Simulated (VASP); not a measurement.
# SiO2 (P6_422) in VASP: a series of runs, part 2 of 2

VASP 6.6.1. The steps go on from the part before.

## Step 3: Relaxation of cell and atoms, LDA, target pressure 1 GPa, at which the enthalpy is minimised

This run uses another cell than the first one, of 13.37 Å³/atom.

INCAR

```
SYSTEM = SiO2
PREC = Accurate
ENCUT = 600
EDIFF = 1E-7
ISMEAR = 0
SIGMA = 0.02
LREAL = .FALSE.
LASPH = .TRUE.
NELM = 100
ALGO = Normal
ISIF = 3
LWAVE = .FALSE.
LCHARG = .FALSE.
GGA = CA
IBRION = 2
NSW = 70
EDIFFG = -0.008
PSTRESS = 10.0
```

KPOINTS

```
Automatic mesh
0
G
  6 6 4
  0 0 0
```

POSCAR

```
SiO2
1.0
    5.0221939729      0.0000000000      0.0000000000
   -2.5110969864      4.3493475632      0.0000000000
    0.0000000000      0.0000000000      5.5067581845
Si O
3 6
Direct
    0.0000000000      0.5000000000      0.3333333333
    0.5000000000      0.5000000000      0.6666666667
    0.5000000000      0.0000000000      0.0000000000
    0.5843949023      0.7921974511      0.8333333333
    0.7921974511      0.5843949023      0.5000000000
    0.7921974511      0.2078025489      0.1666666667
    0.4156050977      0.2078025489      0.8333333333
    0.2078025489      0.4156050977      0.5000000000
    0.2078025489      0.7921974511      0.1666666667
```

Potentials or basis: VASP PAW LDA potentials, release 64 (Si, O).

On the command line:

```console
> cat potpaw_LDA.64/Si/POTCAR potpaw_LDA.64/O/POTCAR > POTCAR
> mpirun -np 1 vasp_std > vasp.out
```

OUTCAR:

```text
SYSTEM = SiO2
   PREC = Accurate
   ENCUT = 600
   EDIFF = 1E-7
   ISMEAR = 0
   LREAL = .FALSE.
   LASPH = .TRUE.
   NELM = 100
   ISIF = 3
   GGA = CA
   IBRION = 2
   NSW = 70
   EDIFFG = -0.008
   PSTRESS = 10.0

 ion  position               nearest neighbor table
   1  0.000  0.500  0.333-   6 1.60   9 1.60   8 1.60   5 1.60   3 3.11   3 3.11   2 3.11   2 3.11

   2  0.500  0.500  0.667-   4 1.60   7 1.60   5 1.60   8 1.60   3 3.11   3 3.11   1 3.11   1 3.11

   3  0.500  0.000  0.000-   6 1.60   9 1.60   7 1.60   4 1.60   2 3.11   2 3.11   1 3.11   1 3.11

   4  0.584  0.792  0.833-   2 1.60   3 1.60
   5  0.792  0.584  0.500-   2 1.60   1 1.60
   6  0.792  0.208  0.167-   1 1.60   3 1.60
   7  0.416  0.208  0.833-   2 1.60   3 1.60
[... 205 lines left out ...]
  Direction    XX          YY          ZZ          XY          YZ          ZX
  --------------------------------------------------------------------------------------
  -------------------------------------------------------------------------------------
  Total        1.6399456      1.6399456      1.7078698      0.0000000      0.0000000      0.0000000
  in kB       21.8437113     21.8437113     22.7484465      0.0000000      0.0000000      0.0000000
  external PRESSURE =      12.1452897 kB  Pullay stress =      10.0000000 kB
[... 212 lines left out ...]
--------------------------------------- Ionic step        6  -------------------------------------------

 number of electron      47.9999983 magnetization

 Free energy of the ion-electron system (eV)
  ---------------------------------------------------
  ext. energy  EPLUGINS =         0.00000000
  ---------------------------------------------------
  free energy    TOTEN  =       -77.83084905 eV

  energy without entropy =      -77.83084905  energy(sigma->0) =      -77.83084905

 E-fermi :   0.5277     XC(G=0):  -9.3879

 val. band max:        0.3965995978   @ k =   0.0000   0.0000   0.5000
 cond. band min:       5.9088776742   @ k =   0.0000   0.0000   0.0000
 fundamental gap:      5.5122780764
 Fermi energy:         0.5277050974

 k-point     1 :       0.0000    0.0000    0.0000
  band No.  band energies     occupation
      1     -18.8599      2.00000
      2     -17.3301      2.00000
      3     -17.3301      2.00000
      4     -16.6730      2.00000
      5     -16.6445      2.00000
      6     -16.6445      2.00000
[... 701 lines left out ...]
  energy  without entropy=      -77.8308490550  energy(sigma->0) =      -77.83084905

  enthalpy is  TOTEN    =       -77.0766378213 eV   P V=        0.7542112337

 reached required accuracy - stopping structural energy minimisation
```

OSZICAR:

```text
N       E                     dE             d eps       ncg     rms          rms(c)
DAV:   1     0.337409942110E+03    0.33741E+03   -0.27489E+04  1218   0.171E+03
DAV:   2    -0.645260783099E+02   -0.40194E+03   -0.39228E+03  1621   0.357E+02
DAV:   3    -0.879783209983E+02   -0.23452E+02   -0.23383E+02  1423   0.970E+01
[... 46 lines left out ...]
DAV:   2    -0.778309453445E+02    0.95202E-04   -0.42208E-03  1403   0.429E-01    0.580E-02
DAV:   3    -0.778308676769E+02    0.77668E-04   -0.14335E-04  1419   0.879E-02    0.262E-02
DAV:   4    -0.778308491616E+02    0.18515E-04   -0.57548E-05  1403   0.548E-02    0.595E-03
DAV:   5    -0.778308491378E+02    0.23725E-07   -0.73558E-06  1398   0.182E-02    0.394E-03
DAV:   6    -0.778308490550E+02    0.82883E-07   -0.10974E-07   879   0.253E-03
   6 F= -.77076638E+02 E0= -.77076638E+02  d E =-.193947E-03
```

It took 6.9 min on 1 thread of Intel Xeon 8259CL, shared host; peak memory 0.25 GiB.

Results:

```yaml
Free_energy: -77.8308 eV
Relaxed_volume: 13.43 Å³/atom
Relaxed_cell: a = 5.028 Å, b = 5.028 Å, c = 5.520 Å, α = 90.00°, β = 90.00°, γ = 120.00°
Space_group_after_relaxing_to_0.1_Å: P6_422 (No. 181)
Energy_change_on_relaxing_the_run_minimises_the_enthalpy: -0.8 meV/atom
Ionic_steps: 6
Pressure_after_relaxing: 1.0 GPa
Band_gap_on_the_k_mesh: 5.51 eV (least direct gap 5.69 eV)
```

Step by step:
```csv
step,energy change (eV),largest force (eV/Å),pressure (GPa),volume (Å³)
1,0.0000,0.0839,2.21,120.29
2,-0.0076,0.0766,-0.82,122.06
3,-0.0076,0.0178,0.95,121.00
4,-0.0075,0.0190,0.98,120.99
5,-0.0074,0.0138,0.99,120.95
6,-0.0068,0.0011,1.02,120.84
```

Final structure:
```xyz
9
Lattice="5.0275 0.0000 0.0000 -2.5138 4.3540 0.0000 0.0000 0.0000 5.5203" Properties=species:S:1:pos:R:3 pbc="T T T"
Si   -1.2569    2.1770    1.8401
Si    1.2569    2.1770    3.6802
Si    2.5138    0.0000    0.0000
O     0.9507    3.4515    4.6003
O     2.5138    2.5490    2.7602
O     3.4644    0.9025    0.9201
O     1.5631    0.9025    4.6003
O     0.0000    1.8049    2.7602
O    -0.9507    3.4515    0.9201
```

Levels at points of the mesh, in eV from the valence-band top:
```tsv
k point	band 20	band 21	band 22	band 23	band 24	band 25	band 26	band 27	band 28	band 29
(0.00, 0.00, 0.00)	-1.03	-1.03	-0.50	-0.50	-0.18	5.51	8.75	8.75	9.06	9.06
(0.50, 0.00, 0.00)	-1.22	-1.20	-1.02	-0.36	0.00	7.56	8.42	9.42	9.48	9.49
(0.00, 0.00, 0.50)	-1.89	-1.22	-0.29	0.00	0.00	7.34	7.34	8.20	9.66	9.66
(0.50, 0.00, 0.50)	-1.37	-0.95	-0.75	-0.71	-0.36	8.62	8.98	9.07	9.17	9.51
```

Caveat: the cell is relaxed towards a set pressure, so the run minimises the enthalpy, not the energy. A k mesh can miss the band edges.
